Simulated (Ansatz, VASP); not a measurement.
## One calculation of SiBiS, two programs

Contents of INCAR:

```
SYSTEM = SiBiS
PREC = Accurate
ENCUT = 520
EDIFF = 1E-6
ISMEAR = 0
SIGMA = 0.1
LREAL = .FALSE.
LASPH = .TRUE.
NELM = 60
ALGO = Normal
ISIF = 2
LWAVE = .FALSE.
LCHARG = .FALSE.
GGA = PE
NBANDS = 34
```

KPOINTS

```
regular mesh
0
G
  3 3 4
  0 0 0
```

Contents of POSCAR:

```
SiBiS
1.0
    6.2442795900      0.0000000000      0.0000000000
   -3.1221398000      5.4077047500      0.0000000000
    0.0000000000      0.0000000000      4.7678107000
Si Bi S
2 2 2
Direct
    0.3333333300      0.6666666700      0.7500000000
    0.6666666700      0.3333333300      0.2500000000
    0.3333333300      0.6666666700      0.2500000000
    0.6666666700      0.3333333300      0.7500000000
    0.0000000000      0.0000000000      0.0000000000
    0.0000000000      0.0000000000      0.5000000000
```

Input for Ansatz:

```yaml
crystal:
  lattice:
    - [6.24427959, 0.0, 0.0]
    - [-3.1221398, 5.40770475, 0.0]
    - [0.0, 0.0, 4.7678107]
  atoms:
    - { symbol: Si, position: [0.33333333, 0.66666667, 0.75] }
    - { symbol: Si, position: [0.66666667, 0.33333333, 0.25] }
    - { symbol: Bi, position: [0.33333333, 0.66666667, 0.25] }
    - { symbol: Bi, position: [0.66666667, 0.33333333, 0.75] }
    - { symbol: S, position: [0.0, 0.0, 0.0] }
    - { symbol: S, position: [0.0, 0.0, 0.5] }
basis:
  ecutwfc: 420
kpoints:
  mp_grid: { grid: [3, 3, 4] }
hamiltonian:
  xc: pbe
scf:
  occupations: { method: gaussian, width: 0.1 }
  lower_state_search: "off"
output:
  forces: true
  stress: true
  eigenvalues: true
```

Alike in both runs: task single point; functional PBE; k mesh 3 × 3 × 4; occupations gaussian, width 0.1 eV; no spin polarisation.

```csv
,VASP,Ansatz
version,VASP 6.6.1,Ansatz 0.2.0
potentials or method,"VASP PAW PBE potentials, release 64 (Si, Bi_d, S), cutoff 520 eV","scalar-relativistic, plane waves, PAW"
valence electrons in the cell,50,50
```

Ansatz gave:

* gap on the k mesh at the Fermi level (eV): none
* pressure (GPa): 6.2
* traceless stress, the component that is largest in VASP (GPa): 23.21

Problem. What did VASP give for the same quantities?

Solution. gap on the k mesh at the Fermi level (eV): none; pressure (GPa): 6.0; traceless stress, the component that is largest in VASP (GPa): 22.99.

A gap of «none» marks a metal or a gap that the smearing closes. With one functional, cell and mesh, what is left measures potentials, basis and numerics.

The k mesh is coarse, so the values compare programs but aren't converged. Neither program's run includes spin-orbit coupling.
